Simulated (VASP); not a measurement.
# Si2Ni (Fm-3m) in VASP: further runs

Si2Ni is run at these levels: LDA; tasks: single point.

All numbers are computed with VASP 6.6.1; they aren't measurements. Logs are shortened: lines on timing, memory, paths and dates and some standing lists are left out, and cuts for length are marked.

### 1 The cell of the first run

Symmetry: Fm-3m, No. 225, cubic system. The conventional cell has a = 5.128 Å, b = 5.128 Å, c = 5.128 Å, α = 90.00°, β = 90.00°, γ = 90.00°. Si (site symmetry -43m) has 4 Ni at 2.22 Å and 6 Si at 2.56 Å within 2.9 Å. Within 2.9 Å of Ni (site symmetry m-3m) lie 8 Si at 2.22 Å.

### 2 Single point, LDA, collinear spin, ferromagnetic start (11.24 Å³/atom)

The input, INCAR:

```
PREC = Accurate
ENCUT = 520
EDIFF = 1E-7
ISMEAR = 0
SIGMA = 0.15
LREAL = F
LASPH = T
NELM = 150
ALGO = Normal
ISIF = 2
LWAVE = F
LCHARG = T
ISPIN = 2
MAGMOM = 0 0 0.25
LORBIT = 11
NUPDOWN = 0.25
LMAXMIX = 4
LELF = T
LVHAR = T
NBANDS = 20
```

The input, KPOINTS:

```
Automatic mesh
0
Gamma
  14 14 14
```

The input, POSCAR:

```
Si2Ni
1.0
    0.0000000000      2.5638994933      2.5638994933
    2.5638994933      0.0000000000      2.5638994933
    2.5638994933      2.5638994933      0.0000000000
Si Ni
2 1
Direct
    0.2500000000      0.2500000000      0.2500000000
    0.7500000000      0.7500000000      0.7500000000
    0.0000000000      0.0000000000      0.0000000000
```

Potentials or basis: VASP PAW LDA potentials, release 64 (Si, Ni).

On the command line:

```
$ cat potpaw_LDA.64/Si/POTCAR potpaw_LDA.64/Ni/POTCAR > POTCAR
$ mpirun -np 1 vasp_std > vasp.out
```

OUTCAR:

```text
PREC = Accurate
   ENCUT = 520
   EDIFF = 1E-7
   ISMEAR = 0
   LREAL = F
   LASPH = T
   NELM = 150
   ISIF = 2
   ISPIN = 2
   LORBIT = 11
   NUPDOWN = 0.25

 ion  position               nearest neighbor table
   1  0.250  0.250  0.250-   3 2.22   3 2.22   3 2.22   3 2.22   2 2.56   2 2.56   2 2.56   2 2.56
                             2 2.56   2 2.56
   2  0.750  0.750  0.750-   3 2.22   3 2.22   3 2.22   3 2.22   1 2.56   1 2.56   1 2.56   1 2.56
                             1 2.56   1 2.56
   3  0.000  0.000  0.000-   2 2.22   2 2.22   2 2.22   1 2.22   2 2.22   1 2.22   1 2.22   1 2.22

  LATTYP: Found a face centered cubic cell.
 ALAT       =     5.1277989866

  Lattice vectors:

 A1 = (   0.0000000000,   2.5638994933,   2.5638994933)
 A2 = (   2.5638994933,   0.0000000000,   2.5638994933)
 A3 = (   2.5638994933,   2.5638994933,   0.0000000000)

Analysis of symmetry for initial positions (statically):
=====================================================================
 Subroutine PRICEL returns:
 Original cell was already a primitive cell.

 Routine SETGRP: Setting up the symmetry group for a
 face centered cubic supercell.

 Subroutine GETGRP returns: Found 48 space group operations
 (whereof 48 operations were pure point group operations)
 out of a pool of 48 trial point group operations.

The static configuration has the point symmetry O_h .

Analysis of symmetry for dynamics (positions and initial velocities):
=====================================================================
 Subroutine PRICEL returns:
 Original cell was already a primitive cell.

 Routine SETGRP: Setting up the symmetry group for a
 face centered cubic supercell.

 Subroutine GETGRP returns: Found 48 space group operations
 (whereof 48 operations were pure point group operations)
 out of a pool of 48 trial point group operations.

The dynamic configuration has the point symmetry O_h .

Analysis of structural, dynamic, and magnetic symmetry:
=====================================================================
 Subroutine PRICEL returns:
 Original cell was already a primitive cell.

 Routine SETGRP: Setting up the symmetry group for a
 face centered cubic supercell.

 Subroutine GETGRP returns: Found 48 space group operations
 (whereof 48 operations were pure point group operations)
 out of a pool of 48 trial point group operations.

The overall configuration has the point symmetry O_h .

 Subroutine INISYM returns: Found 48 space group operations
 (whereof 48 operations are pure point group operations),
 and found     1 'primitive' translations

----------------------------------------------------------------------------------------

[... 123 lines left out ...]
   LEPSILON=     F    determine dielectric tensor
   LRPA    =     F    only Hartree local field effects (RPA)
 spin polarized calculation
 Gauss-broadening in eV      SIGMA  =   0.15
  energy-cutoff  :      520.00
  volume of cell :       33.71
 maximum number of plane-waves:       934
   NGX = 13   NGY = 13   NGZ = 13

 number of electron      18.0000004 magnetization       0.2500000

 Free energy of the ion-electron system (eV)
  ---------------------------------------------------
  ext. energy  EPLUGINS =         0.00000000
  ---------------------------------------------------
  free energy    TOTEN  =       -19.50027216 eV

  energy without entropy =      -19.49326179  energy(sigma->0) =      -19.49676698

 E-fermi :  12.6565     XC(G=0): -12.4961

 val. band max:       13.2382030052   @ k =  -0.4286   0.2857   0.0000
 cond. band min:      12.6637427489   @ k =  -0.0714   0.0714   0.0000
 fundamental gap:     -0.5744602563
 Fermi energy:        13.2711310429

 spin component 1

 k-point     1 :       0.0000    0.0000    0.0000
  band No.  band energies     occupation
      1      -2.5365      1.00000
      2       6.4685      1.00000
      3       6.4685      1.00000
      4       6.4685      1.00000
      5       8.3267      1.00000
      6       8.3267      1.00000
[... 541 lines left out ...]
     19      26.9930      0.00000
     20      29.4159      0.00000

 [... further k-points ...]

 spin component 2

 k-point     1 :       0.0000    0.0000    0.0000
  band No.  band energies     occupation
      1      -2.4804      1.00000
      2       6.5681      1.00000
      3       6.5681      1.00000
      4       6.5681      1.00000
      5       8.4158      1.00000
      6       8.4158      1.00000
[... 541 lines left out ...]
     19      27.0454      0.00000
     20      29.4805      0.00000

 [... further k-points ...]

------------------------ aborting loop because EDIFF is reached ----------------------------------------

  FORCE on cell =-STRESS in cart. coord.  units (eV):
  Direction    XX          YY          ZZ          XY          YZ          ZX
  --------------------------------------------------------------------------------------
  -------------------------------------------------------------------------------------
  Total        6.1306202      6.1306202      6.1306202      0.0000000      0.0000000      0.0000000
  in kB      291.3949411    291.3949411    291.3949411      0.0000000      0.0000000      0.0000000
  external PRESSURE =     291.3949411 kB  Pullay stress =       0.0000000 kB

 VOLUME and BASIS-vectors are now :
 -----------------------------------------------------------------------------
  energy-cutoff  :      520.00
  volume of cell :       33.71
      direct lattice vectors                 reciprocal lattice vectors
     0.000000000  2.563899493  2.563899493    -0.195015445  0.195015445  0.195015445
     2.563899493  0.000000000  2.563899493     0.195015445 -0.195015445  0.195015445
     2.563899493  2.563899493  0.000000000     0.195015445  0.195015445 -0.195015445

 POSITION                                       TOTAL-FORCE (eV/Angst)
 -----------------------------------------------------------------------------------
      1.28195      1.28195      1.28195        -0.000000     -0.000000     -0.000000
      3.84585      3.84585      3.84585         0.000000      0.000000     -0.000000
      0.00000      0.00000      0.00000         0.000000      0.000000      0.000000
 -----------------------------------------------------------------------------------
    total drift:                               -0.000000     -0.000000      0.000000

  FREE ENERGIE OF THE ION-ELECTRON SYSTEM (eV)
  ---------------------------------------------------
  free  energy   TOTEN  =       -19.5002721637 eV

  energy  without entropy=      -19.4932617891  energy(sigma->0) =      -19.49676698

 total charge

# of ion       s       p       d       tot
------------------------------------------
    1        0.733   0.969   0.000   1.702
    2        0.733   0.969   0.000   1.702
    3        0.654   1.052   8.581  10.288
--------------------------------------------------
tot          2.119   2.990   8.581  13.691

 magnetization (x)

# of ion       s       p       d       tot
------------------------------------------
    1        0.022   0.011   0.000   0.032
    2        0.022   0.011   0.000   0.032
    3        0.001   0.014   0.113   0.129
--------------------------------------------------
tot          0.044   0.035   0.113   0.193
```

It took 65 s on 1 thread of Intel Xeon 6975P-C (Granite Rapids), shared host; peak memory 0.22 GiB.

Results:

| Quantity | Value |
| --- | --- |
| Free energy | -19.5003 eV |
| Pressure | 29.1 GPa |
| Net moment | 0.25 μB per cell |
| Site moments | Si +0.03; Ni +0.13 μB |
| Valence electrons inside the program's atomic spheres | Si 1.70; Ni 10.29 |

Caveat: the cell stands under pressure; the total moment is fixed, so each spin has its own Fermi level.

### 3 Single point, LDA, collinear spin, ferromagnetic start (11.24 Å³/atom)

The input, INCAR:

```
  PREC = Accurate
  ENCUT = 520
  EDIFF = 1E-7
  ISMEAR = 0
  SIGMA = 0.15
  LREAL = F
  LASPH = T
  NELM = 150
  ALGO = Normal
  ISIF = 2
  LWAVE = F
  LCHARG = T
  ISPIN = 2
  MAGMOM = 0 0 0.5
  LORBIT = 11
  NUPDOWN = 0.5
  LMAXMIX = 4
  GGA = CA
  LELF = T
  LVHAR = T
  NBANDS = 20
```

KPOINTS is that of step 2.

POSCAR is that of step 2.

Potentials or basis: VASP PAW LDA potentials, release 64 (Si, Ni).

On the command line:

```
$ cat potpaw_LDA.64/Si/POTCAR potpaw_LDA.64/Ni/POTCAR > POTCAR
$ mpirun -np 1 vasp_std > vasp.out
```

Run time: 62 s. Hardware: 1 thread of Intel Xeon 6975P-C (Granite Rapids), shared host; peak memory 0.22 GiB.

Results (log left out):

| Quantity | Value |
| --- | --- |
| Free energy | -19.3618 eV |
| Pressure | 30.8 GPa |
| Net moment | 0.50 μB per cell |
| Site moments | Si +0.06; Ni +0.24 μB |
| Valence electrons inside the program's atomic spheres | Si 1.71; Ni 10.28 |

Caveat: the cell stands under pressure; the total moment is fixed, so each spin has its own Fermi level.

### 4 Single point, LDA, collinear spin, ferromagnetic start (11.24 Å³/atom)

The input, INCAR:

```
SYSTEM = Si2Ni
PREC = Accurate
ENCUT = 520
EDIFF = 1E-6
ISMEAR = 0
SIGMA = 0.15
LREAL = .False.
LASPH = .True.
NELM = 150
ALGO = Normal
ISIF = 2
LWAVE = .False.
LCHARG = .False.
ISPIN = 2
MAGMOM = 0 0 0.75
LORBIT = 11
NUPDOWN = 0.75
LMAXMIX = 4
NBANDS = 20
```

The input, KPOINTS:

```
regular mesh
0
Gamma
  14 14 14
  0 0 0
```

POSCAR is that of step 3.

On the command line:

```
$ cat potpaw_LDA.64/Si/POTCAR potpaw_LDA.64/Ni/POTCAR > POTCAR
$ mpirun -np 1 vasp_std > vasp.out
```

Run time: 55 s. Hardware: 1 thread of Intel Xeon 6975P-C (Granite Rapids), shared host; peak memory 0.22 GiB.

It converged, with:

```
Free energy                                           : -19.1326 eV
Pressure                                              : 32.8 GPa
Net moment                                            : 0.75 μB per cell
Site moments                                          : Si +0.10; Ni +0.35 μB
Valence electrons inside the program's atomic spheres : Si 1.71; Ni 10.28
```

Caveat: the cell stands under pressure; the total moment is fixed, so each spin has its own Fermi level.

### 5 Single point, LDA, collinear spin, ferromagnetic start (11.24 Å³/atom)

The input, INCAR:

```
SYSTEM = Si2Ni
  PREC = Accurate
  ENCUT = 520
  EDIFF = 1E-6
  ISMEAR = 0
  SIGMA = 0.15
  LREAL = .False.
  LASPH = .True.
  NELM = 150
  ALGO = Normal
  ISIF = 2
  LWAVE = .False.
  LCHARG = .False.
  ISPIN = 2
  MAGMOM = 0 0 0.375
  LORBIT = 11
  NUPDOWN = 0.375
  LMAXMIX = 4
  GGA = CA
  NBANDS = 20
```

KPOINTS is that of step 4.

POSCAR is that of step 4.

On the command line:

```
$ cat potpaw_LDA.64/Si/POTCAR potpaw_LDA.64/Ni/POTCAR > POTCAR
$ mpirun -np 1 vasp_std > vasp.out
```

Run time: 55 s. Hardware: 1 thread of Intel Xeon 6975P-C (Granite Rapids), shared host; peak memory 0.22 GiB.

It converged, with:

| Property | Result |
| --- | --- |
| Free energy | -19.4436 eV |
| Pressure | 30.1 GPa |
| Net moment | 0.38 μB per cell |
| Site moments | Si +0.05; Ni +0.18 μB |
| Valence electrons inside the program's atomic spheres | Si 1.70; Ni 10.29 |

Caveat: the cell stands under pressure; the total moment is fixed, so each spin has its own Fermi level.

### 6 Single point, LDA, collinear spin, ferromagnetic start (11.24 Å³/atom)

The input, INCAR:

```
ALGO = Normal
EDIFF = 1E-6
ENCUT = 520
GGA = CA
ISIF = 2
ISMEAR = 0
ISPIN = 2
LASPH = True
LCHARG = False
LMAXMIX = 4
LORBIT = 11
LREAL = False
LWAVE = False
MAGMOM = 0 0 0.875
NBANDS = 20
NELM = 150
NUPDOWN = 0.875
PREC = Accurate
SIGMA = 0.15
```

The input, KPOINTS:

```
k-points
0
Gamma
  14 14 14
```

POSCAR is that of step 5.

Potentials or basis: VASP PAW LDA potentials, release 64 (Si, Ni).

On the command line:

```
$ cat potpaw_LDA.64/Si/POTCAR potpaw_LDA.64/Ni/POTCAR > POTCAR
$ mpirun -np 1 vasp_std > vasp.out
```

OUTCAR:

```text
EDIFF = 1E-6
   ENCUT = 520
   GGA = CA
   ISIF = 2
   ISMEAR = 0
   ISPIN = 2
   LASPH = True
   LORBIT = 11
   LREAL = False
   NELM = 150
   NUPDOWN = 0.875
   PREC = Accurate

 ion  position               nearest neighbor table
   1  0.250  0.250  0.250-   3 2.22   3 2.22   3 2.22   3 2.22   2 2.56   2 2.56   2 2.56   2 2.56
                             2 2.56   2 2.56
   2  0.750  0.750  0.750-   3 2.22   3 2.22   3 2.22   3 2.22   1 2.56   1 2.56   1 2.56   1 2.56
                             1 2.56   1 2.56
   3  0.000  0.000  0.000-   2 2.22   2 2.22   2 2.22   1 2.22   2 2.22   1 2.22   1 2.22   1 2.22

  LATTYP: Found a face centered cubic cell.
 ALAT       =     5.1277989866

  Lattice vectors:

 A1 = (   0.0000000000,   2.5638994933,   2.5638994933)
 A2 = (   2.5638994933,   0.0000000000,   2.5638994933)
 A3 = (   2.5638994933,   2.5638994933,   0.0000000000)

Analysis of symmetry for initial positions (statically):
=====================================================================
 Subroutine PRICEL returns:
 Original cell was already a primitive cell.

 Routine SETGRP: Setting up the symmetry group for a
 face centered cubic supercell.

 Subroutine GETGRP returns: Found 48 space group operations
 (whereof 48 operations were pure point group operations)
 out of a pool of 48 trial point group operations.

The static configuration has the point symmetry O_h .

Analysis of symmetry for dynamics (positions and initial velocities):
=====================================================================
 Subroutine PRICEL returns:
 Original cell was already a primitive cell.

 Routine SETGRP: Setting up the symmetry group for a
 face centered cubic supercell.

 Subroutine GETGRP returns: Found 48 space group operations
 (whereof 48 operations were pure point group operations)
 out of a pool of 48 trial point group operations.
[... 159 lines left out ...]
  ext. energy  EPLUGINS =         0.00000000
  ---------------------------------------------------
  free energy    TOTEN  =       -18.99233386 eV

  energy without entropy =      -18.98040952  energy(sigma->0) =      -18.98637169

 E-fermi :  11.3340     XC(G=0): -12.4987

 val. band max:       13.6665057866   @ k =  -0.4286   0.1429   0.0000
 cond. band min:      11.3961362736   @ k =   0.3571   0.0714   0.0000
 fundamental gap:     -2.2703695130
 Fermi energy:        13.6953597207

 spin component 1

 k-point     1 :       0.0000    0.0000    0.0000
  band No.  band energies     occupation
      1      -2.6275      1.00000
      2       6.3731      1.00000
      3       6.3731      1.00000
      4       6.3731      1.00000
      5       8.2410      1.00000
      6       8.2410      1.00000
[... 541 lines left out ...]
     19      26.9137      0.00000
     20      29.3280      0.00000

 [... further k-points ...]

 spin component 2

 k-point     1 :       0.0000    0.0000    0.0000
  band No.  band energies     occupation
      1      -2.3991      1.00000
      2       6.6751      1.00000
      3       6.6751      1.00000
      4       6.6751      1.00000
      5       8.5247      1.00000
      6       8.5247      1.00000
[... 541 lines left out ...]
     19      27.1322      0.00000
     20      29.5754      0.00000

 [... further k-points ...]

------------------------ aborting loop because EDIFF is reached ----------------------------------------

  FORCE on cell =-STRESS in cart. coord.  units (eV):
  Direction    XX          YY          ZZ          XY          YZ          ZX
  --------------------------------------------------------------------------------------
  -------------------------------------------------------------------------------------
  Total        7.0848204      7.0848204      7.0848204     -0.0000000     -0.0000000      0.0000000
  in kB      336.7491006    336.7491006    336.7491006     -0.0000000     -0.0000000      0.0000000
  external PRESSURE =     336.7491006 kB  Pullay stress =       0.0000000 kB

 VOLUME and BASIS-vectors are now :
 -----------------------------------------------------------------------------
  energy-cutoff  :      520.00
  volume of cell :       33.71
      direct lattice vectors                 reciprocal lattice vectors
     0.000000000  2.563899493  2.563899493    -0.195015445  0.195015445  0.195015445
     2.563899493  0.000000000  2.563899493     0.195015445 -0.195015445  0.195015445
     2.563899493  2.563899493  0.000000000     0.195015445  0.195015445 -0.195015445

 POSITION                                       TOTAL-FORCE (eV/Angst)
 -----------------------------------------------------------------------------------
      1.28195      1.28195      1.28195        -0.000000     -0.000000     -0.000000
      3.84585      3.84585      3.84585         0.000000      0.000000      0.000000
      0.00000      0.00000      0.00000        -0.000000     -0.000000     -0.000000
 -----------------------------------------------------------------------------------
    total drift:                               -0.000000     -0.000000      0.000000

  FREE ENERGIE OF THE ION-ELECTRON SYSTEM (eV)
  ---------------------------------------------------
  free  energy   TOTEN  =       -18.9923338598 eV

  energy  without entropy=      -18.9804095208  energy(sigma->0) =      -18.98637169

 total charge

# of ion       s       p       d       tot
------------------------------------------
    1        0.755   0.955   0.000   1.710
    2        0.755   0.955   0.000   1.710
    3        0.656   1.007   8.607  10.271
--------------------------------------------------
tot          2.167   2.918   8.607  13.692

 magnetization (x)

# of ion       s       p       d       tot
------------------------------------------
    1        0.053   0.058   0.000   0.111
    2        0.053   0.058   0.000   0.111
    3        0.008   0.082   0.309   0.399
--------------------------------------------------
tot          0.114   0.198   0.309   0.620
```

OSZICAR:

```text
N       E                     dE             d eps       ncg     rms          rms(c)
DAV:   1     0.756162839036E+02    0.75616E+02   -0.72187E+03  8536   0.931E+02
DAV:   2    -0.156472293961E+02   -0.91264E+02   -0.81725E+02  8720   0.209E+02
DAV:   3    -0.209708732667E+02   -0.53236E+01   -0.51754E+01  9940   0.516E+01
DAV:   4    -0.210537514538E+02   -0.82878E-01   -0.82714E-01  9772   0.588E+00
DAV:   5    -0.210553744976E+02   -0.16230E-02   -0.16229E-02 10072   0.887E-01    0.185E+01
DAV:   6    -0.235922502247E+02   -0.25369E+01   -0.24678E+01  9336   0.110E+02    0.203E+01
DAV:   7    -0.190812886247E+02    0.45110E+01   -0.74822E+00 10284   0.715E+01    0.420E+00
DAV:   8    -0.190499404710E+02    0.31348E-01   -0.62034E-01 11248   0.990E+00    0.293E+00
DAV:   9    -0.189931030195E+02    0.56837E-01   -0.10645E-01 10784   0.604E+00    0.817E-01
DAV:  10    -0.189924913035E+02    0.61172E-03   -0.54250E-03 12796   0.831E-01    0.287E-01
DAV:  11    -0.189924011460E+02    0.90157E-04   -0.10351E-03 10512   0.548E-01    0.101E-01
DAV:  12    -0.189923343010E+02    0.66845E-04   -0.12282E-04 11136   0.249E-01    0.200E-02
DAV:  13    -0.189923345999E+02   -0.29890E-06   -0.10602E-05 10080   0.243E-02    0.125E-02
DAV:  14    -0.189923338598E+02    0.74005E-06   -0.11466E-06  7536   0.150E-02
   1 F= -.18992334E+02 E0= -.18986372E+02  d E =-.119243E-01  mag=     0.8750
```

It took 61 s on 1 thread of Intel Xeon 6975P-C (Granite Rapids), shared host; peak memory 0.22 GiB.

What came out:

```yaml
Free_energy: -18.9923 eV
Pressure: 33.7 GPa
Net_moment: 0.88 μB per cell
Site_moments: Si +0.11; Ni +0.40 μB
Valence_electrons_inside_the_program's_atomic_spheres: Si 1.71; Ni 10.27
```

Caveat: the cell stands under pressure; the total moment is fixed, so each spin has its own Fermi level.

### 7 Summary

```tsv
fixed moment (μB)	pressure (GPa)	moment (μB)
0.25	29.1	0.25
0.5	30.8	0.50
0.75	32.8	0.75
0.375	30.1	0.38
0.875	33.7	0.88
```

Alike in all rows: task single point; level LDA; potentials or basis VASP PAW LDA potentials, release 64 (Si, Ni); spin collinear, ferromagnetic start; cell as given; k mesh 14 × 14 × 14; cutoff (eV) 520; smearing gaussian 0.15 eV.

Caveats: the cell stands under pressure; the total moment is fixed, so each spin has its own Fermi level.

Total energies depend on the potentials used, so only differences within one code and one set of settings carry meaning.
